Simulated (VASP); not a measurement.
# LaSi2Ir2 (I4/mmm) in VASP: single point with LDA

Aim: the single point of LaSi2Ir2 with LDA.

Program: VASP 6.6.1. These are calculated values, not measurements. Logs are shortened: lines on timing, memory, paths and dates and some standing lists are left out, and cuts for length are marked.

## (1) The cell of the first run

It takes space group I4/mmm (No. 139, tetragonal). Conventional cell: a = 4.076 Å, b = 4.076 Å, c = 10.198 Å, α = 90.00°, β = 90.00°, γ = 90.00°. La (site symmetry 4/mmm) has 10 Si at 3.16 to 3.80 Å and 8 Ir at 3.26 Å and 4 La at 4.08 Å within 4.2 Å. Within 3.2 Å of Si (site symmetry 4mm) lie 4 Ir at 2.39 Å and 1 Si at 2.59 Å and 4 La at 3.16 Å. Ir (site symmetry -4m2) has 4 Si at 2.39 Å and 4 Ir at 2.88 Å within 3.2 Å.

## (2) Single point, LDA

INCAR reads:

```
  ALGO = Normal
  EDIFF = 1E-7
  ENCUT = 520
  GGA = CA
  ISIF = 2
  ISMEAR = 0
  LASPH = T
  LCHARG = F
  LREAL = F
  LWAVE = F
  NBANDS = 26
  NELM = 100
  PREC = Accurate
  SIGMA = 0.05
```

KPOINTS reads:

```
k-points
0
Gamma
  16 16 16
```

POSCAR reads:

```
LaSi2Ir2
1.0
   -2.0380573067      2.0380573067      5.0992362776
    2.0380573067     -2.0380573067      5.0992362776
    2.0380573067      2.0380573067     -5.0992362776
La Si Ir
1 2 2
Direct
    0.0000000000      0.0000000000      0.0000000000
    0.3730307792      0.3730307792      0.0000000000
    0.6269692208      0.6269692208      0.0000000000
    0.7500000000      0.2500000000      0.5000000000
    0.2500000000      0.7500000000      0.5000000000
```

Potentials or basis: VASP PAW LDA potentials, release 64 (La, Si, Ir).

Launch:

```sh
$ cat potpaw_LDA.64/La/POTCAR potpaw_LDA.64/Si/POTCAR potpaw_LDA.64/Ir/POTCAR > POTCAR
$ mpirun -np 1 vasp_std > vasp.out
```

OUTCAR:

```text
EDIFF = 1E-7
   ENCUT = 520
   GGA = CA
   ISIF = 2
   ISMEAR = 0
   LASPH = T
   LREAL = F
   NELM = 100
   PREC = Accurate

 ion  position               nearest neighbor table
   1  0.000  0.000  0.000-   3 3.16   3 3.16   3 3.16   2 3.16   3 3.16   2 3.16   2 3.16   2 3.16
                             5 3.26   4 3.26   5 3.26   4 3.26   4 3.26   4 3.26   5 3.26   5 3.26
   2  0.373  0.373  0.000-   4 2.39   5 2.39   5 2.39   4 2.39   3 2.59   1 3.16   1 3.16   1 3.16
                             1 3.16
   3  0.627  0.627  0.000-   5 2.39   4 2.39   4 2.39   5 2.39   2 2.59   1 3.16   1 3.16   1 3.16
                             1 3.16
   4  0.750  0.250  0.500-   2 2.39   3 2.39   2 2.39   3 2.39   5 2.88   5 2.88   5 2.88   5 2.88
                             1 3.26   1 3.26   1 3.26   1 3.26
   5  0.250  0.750  0.500-   2 2.39   3 2.39   2 2.39   3 2.39   4 2.88   4 2.88   4 2.88   4 2.88
                             1 3.26   1 3.26   1 3.26   1 3.26

  LATTYP: Found a body centered tetragonal cell.
 ALAT       =     4.0761146134
 C/A-ratio  =     2.5020082904

  Lattice vectors:

 A1 = (  -2.0380573067,   2.0380573067,   5.0992362776)
 A2 = (   2.0380573067,  -2.0380573067,   5.0992362776)
 A3 = (   2.0380573067,   2.0380573067,  -5.0992362776)

Analysis of symmetry for initial positions (statically):
=====================================================================
 Subroutine PRICEL returns:
 Original cell was already a primitive cell.

 Routine SETGRP: Setting up the symmetry group for a
 body centered tetragonal supercell.

 Subroutine GETGRP returns: Found 16 space group operations
 (whereof 16 operations were pure point group operations)
 out of a pool of 16 trial point group operations.

The static configuration has the point symmetry D_4h.

Analysis of symmetry for dynamics (positions and initial velocities):
=====================================================================
 Subroutine PRICEL returns:
 Original cell was already a primitive cell.

 Routine SETGRP: Setting up the symmetry group for a
 body centered tetragonal supercell.

 Subroutine GETGRP returns: Found 16 space group operations
 (whereof 16 operations were pure point group operations)
 out of a pool of 16 trial point group operations.

The dynamic configuration has the point symmetry D_4h.

 Subroutine INISYM returns: Found 16 space group operations
 (whereof 16 operations are pure point group operations),
 and found     1 'primitive' translations

----------------------------------------------------------------------------------------

                                     Primitive cell

  volume of cell :      84.7223

  direct lattice vectors                    reciprocal lattice vectors
    -2.038057307  2.038057307  5.099236278     0.000000000  0.245331669  0.098053899
     2.038057307 -2.038057307  5.099236278     0.245331669  0.000000000  0.098053899
     2.038057307  2.038057307 -5.099236278     0.245331669  0.245331669  0.000000000

  length of vectors
     5.857436793  5.857436793  5.857436793     0.264201050  0.264201050  0.346951373

  position of ions in fractional coordinates (direct lattice)
     0.000000000  0.000000000  0.000000000
     0.373030779  0.373030779  0.000000000
     0.626969221  0.626969221  0.000000000
     0.750000000  0.250000000  0.500000000
     0.250000000  0.750000000  0.500000000

  ion indices of the primitive-cell ions
   primitive index   ion index
                 1           1
                 2           2
                 3           3
                 4           4
                 5           5

----------------------------------------------------------------------------------------

 KPOINTS: k-points

Automatic generation of k-mesh.
 Grid dimensions read from file:
 generate k-points for:   16   16   16

 Generating k-lattice:

  Cartesian coordinates                     Fractional coordinates (reciprocal lattice)
     0.000000000  0.015333229  0.006128369     0.062500000  0.000000000 -0.000000000
     0.015333229  0.000000000  0.006128369     0.000000000  0.062500000 -0.000000000
     0.015333229  0.015333229  0.000000000     0.000000000  0.000000000  0.062500000

  Length of vectors
     0.016512566  0.016512566  0.021684461

  Shift w.r.t. Gamma in fractional coordinates (k-lattice)
     0.000000000  0.000000000  0.000000000

 Subroutine IBZKPT returns following result:
 ===========================================

 Found    349 irreducible k-points:

 Following reciprocal coordinates:
            Coordinates               Weight
  0.000000  0.000000  0.000000      1.000000
  0.062500  0.000000 -0.000000      8.000000
  0.125000  0.000000 -0.000000      8.000000
  0.187500  0.000000 -0.000000      8.000000
  0.250000  0.000000 -0.000000      8.000000
  0.312500  0.000000 -0.000000      8.000000
[... 16 lines left out ...]
 -0.125000  0.062500  0.000000     16.000000
 -0.062500  0.062500  0.000000      4.000000
 [... further k-points ...]
   k-points           NKPTS =    349   k-points in BZ     NKDIM =    349   number of bands    NBANDS=     26
   number of dos      NEDOS =    301   number of ions     NIONS =      5
   total plane-waves  NPLWV = 110592
   dimension x,y,z NGX =    48 NGY =   48 NGZ =   48
   dimension x,y,z NGXF=    96 NGYF=   96 NGZF=   96
   ions per type =               1   2   2
   NGX,Y,Z   is equivalent  to a cutoff of  13.62, 13.62, 13.62 a.u.
   NGXF,Y,Z  is equivalent  to a cutoff of  27.25, 27.25, 27.25 a.u.
 SYSTEM =  unknown system
   PREC   = accura    normal or accurate (medium, high low for compatibility)
   ISTART =      0    job   : 0-new  1-cont  2-samecut
   ICHARG =      2    charge: 1-file 2-atom 10-const
   ISPIN  =      1    spin polarized calculation?
   LNONCOLLINEAR =      F non collinear calculations
   LSORBIT =      F    spin-orbit coupling
   LASPH  =      T    aspherical Exc in radial PAW
   ENCUT  =  520.0 eV  38.22 Ry    6.18 a.u.  10.89 10.89 10.89*2*pi/ulx,y,z
   NELM   =    100;   NELMIN=  2; NELMDL= -5     # of ELM steps
   EDIFF  = 0.1E-06   stopping-criterion for ELM
   LREAL  =      F    real-space projection
   EDIFFG = 0.1E-05   stopping-criterion for IOM
   NSW    =      0    number of steps for IOM
   IBRION =     -1    ionic relax: 0-MD 1-quasi-New 2-CG
   NFREE  =      0    steps in history (QN), initial steepest desc. (CG)
   ISIF   =      2    stress and relaxation
   ISYM   =      2    0-nonsym 1-usesym 2-fastsym
   POTIM  = 0.5000    time-step for ionic-motion
   TEBEG  =    0.0;   TEEND  =   0.0 temperature during run
   PSTRESS=    0.0 pullay stress
   NELECT =      37.0000    total number of electrons
   NUPDOWN=      -1.0000    fix difference up-down
   EMIN   =  10.00;   EMAX   =-10.00  energy-range for DOS
   EFERMI =   0.00;   METHOD = LEGACY
   ISMEAR =     0;   SIGMA  =   0.05  broadening in eV -4-tet -1-fermi 0-gaus
   EFERMI_NEDOS =   21; number of points for ismear=-14 and -15
   IALGO  =     38    algorithm
   IMIX   =      4    mixing-type and parameters
     AMIX     =   0.40;   BMIX     =  1.00
     AMIX_MAG =   1.60;   BMIX_MAG =  1.00
  volume/ion in A,a.u.               =      16.94       114.35
  Fermi-wavevector in a.u.,A,eV,Ry     =   1.242061  2.347154 20.989904  1.542714
  Thomas-Fermi vector in A             =   2.376431
   LORBIT       =      0    0 simple, 1 ext, 2 COOP (PROOUT), +10 PAW based schemes
   GGA     = CA    functional components
   LHFCALC =     F    Hartree Fock is set to
   AEXX    =    0.0000 exact exchange contribution
   IVDW    =     0    specifies the selected vdW correction
   LEPSILON=     F    determine dielectric tensor
   LRPA    =     F    only Hartree local field effects (RPA)
 non-spin polarized calculation
 Gauss-broadening in eV      SIGMA  =   0.05
  energy-cutoff  :      520.00
  volume of cell :       84.72
 maximum number of plane-waves:      2305
 NGX is ok and might be reduce to    48
   NGX = 21   NGY = 21   NGZ = 21

 number of electron      37.0000000 magnetization

 Free energy of the ion-electron system (eV)
  ---------------------------------------------------
  ext. energy  EPLUGINS =         0.00000000
  ---------------------------------------------------
  free energy    TOTEN  =       -43.56681316 eV

  energy without entropy =      -43.56374699  energy(sigma->0) =      -43.56528007

 E-fermi :  10.1670     XC(G=0): -12.0982

 val. band max:       10.1656170605   @ k =   0.2500   0.2500  -0.0000
 cond. band min:      10.1697936157   @ k =  -0.1250   0.4375   0.1250
 fundamental gap:      0.0041765552
 Fermi energy:        10.1670134717

 k-point     1 :       0.0000    0.0000    0.0000
  band No.  band energies     occupation
      1     -21.8020      2.00000
      2      -5.8078      2.00000
      3      -5.5994      2.00000
      4      -5.5994      2.00000
      5      -1.3412      2.00000
      6       1.4412      2.00000
[... 18 lines left out ...]
     25      12.7831      0.00000
     26      12.9603      0.00000

 k-point     2 :       0.0625    0.0000   -0.0000
  band No.  band energies     occupation
      1     -21.8007      2.00000
      2      -5.8080      2.00000
      3      -5.6274      2.00000
      4      -5.5963      2.00000
      5      -1.2787      2.00000
      6       1.4462      2.00000
[... 18 lines left out ...]
     25      12.7878      0.00000
     26      12.9618      0.00000

 k-point     3 :       0.1250    0.0000   -0.0000
  band No.  band energies     occupation
      1     -21.7970      2.00000
      2      -5.8091      2.00000
      3      -5.7036      2.00000
      4      -5.5875      2.00000
      5      -1.0990      2.00000
      6       1.4592      2.00000
[... 572 lines left out ...]
 k-point    23 :      -0.1250    0.0625    0.0000
  band No.  band energies     occupation
      1     -21.7959      2.00000
      2      -5.7998      2.00000
      3      -5.7044      2.00000
      4      -5.6118      2.00000
      5      -1.0720      2.00000
      6       1.5074      2.00000
[... 18 lines left out ...]
     25      12.8190      0.00000
     26      12.9447      0.00000

 k-point    24 :      -0.0625    0.0625    0.0000
  band No.  band energies     occupation
      1     -21.7995      2.00000
      2      -5.8034      2.00000
      3      -5.6340      2.00000
      4      -5.6149      2.00000
      5      -1.2337      2.00000
      6       1.4738      2.00000
[... 18 lines left out ...]
     25      12.7925      0.00000
     26      12.9587      0.00000

 [... further k-points ...]
[... 5 lines left out ...]
  --------------------------------------------------------------------------------------
  -------------------------------------------------------------------------------------
  Total        0.4901507      0.4901507      0.2793745      0.0000000      0.0000000      0.0000000
  in kB        9.2692009      9.2692009      5.2832287      0.0000000      0.0000000      0.0000000
  external PRESSURE =       7.9405435 kB  Pullay stress =       0.0000000 kB

 VOLUME and BASIS-vectors are now :
 -----------------------------------------------------------------------------
  energy-cutoff  :      520.00
  volume of cell :       84.72
      direct lattice vectors                 reciprocal lattice vectors
    -2.038057307  2.038057307  5.099236278     0.000000000  0.245331669  0.098053899
     2.038057307 -2.038057307  5.099236278     0.245331669  0.000000000  0.098053899
     2.038057307  2.038057307 -5.099236278     0.245331669  0.245331669  0.000000000

 POSITION                                       TOTAL-FORCE (eV/Angst)
 -----------------------------------------------------------------------------------
      0.00000      0.00000      0.00000         0.000000      0.000000     -0.000000
      0.00000      0.00000      3.80434        -0.000000     -0.000000      0.109233
      0.00000      0.00000      6.39413        -0.000000     -0.000000     -0.109233
      0.00000      2.03806      2.54962         0.000000      0.000000      0.000000
      2.03806      0.00000      2.54962         0.000000      0.000000     -0.000000
 -----------------------------------------------------------------------------------
    total drift:                                0.000000     -0.000000      0.000000

  FREE ENERGIE OF THE ION-ELECTRON SYSTEM (eV)
  ---------------------------------------------------
  free  energy   TOTEN  =       -43.5668131569 eV

  energy  without entropy=      -43.5637469920  energy(sigma->0) =      -43.56528007
```

It took 21 min on 1 thread of Intel Xeon Platinum 8488C (Sapphire Rapids), shared host; peak memory 0.95 GiB.

What came out:

| Property | Result |
| --- | --- |
| Free energy | -43.5668 eV |
| Pressure | 0.8 GPa |
| Largest force | 0.109 eV/Å |

Forces on the atoms (eV/Å):
```
La   0.000  0.000  0.000
Si   0.000  0.000  0.109
Si   0.000  0.000 -0.109
Ir   0.000  0.000  0.000
Ir   0.000  0.000  0.000
```

Stress tensor (GPa, compression positive):
```
0.93 0.00 0.00
0.00 0.93 0.00
0.00 0.00 0.53
```

Levels at points of the mesh, in eV from the Fermi level:
```tsv
k point	band 16	band 17	band 18	band 19	band 20	band 21	band 22	band 23
(0.00, 0.00, 0.00)	-1.28	-1.28	-1.25	-0.83	0.49	1.46	1.46	2.45
(0.50, 0.00, 0.00)	-3.01	-2.50	-1.61	-0.09	1.34	1.94	2.19	2.37
(0.50, 0.50, 0.00)	-1.90	-1.87	-1.87	-0.73	0.98	1.01	1.79	2.27
(0.50, 0.50, 0.50)	-0.35	-0.29	-0.29	0.49	1.62	2.01	2.25	2.25
```

Caveat: spin-orbit coupling is left out, which moves the levels of the heavy elements.
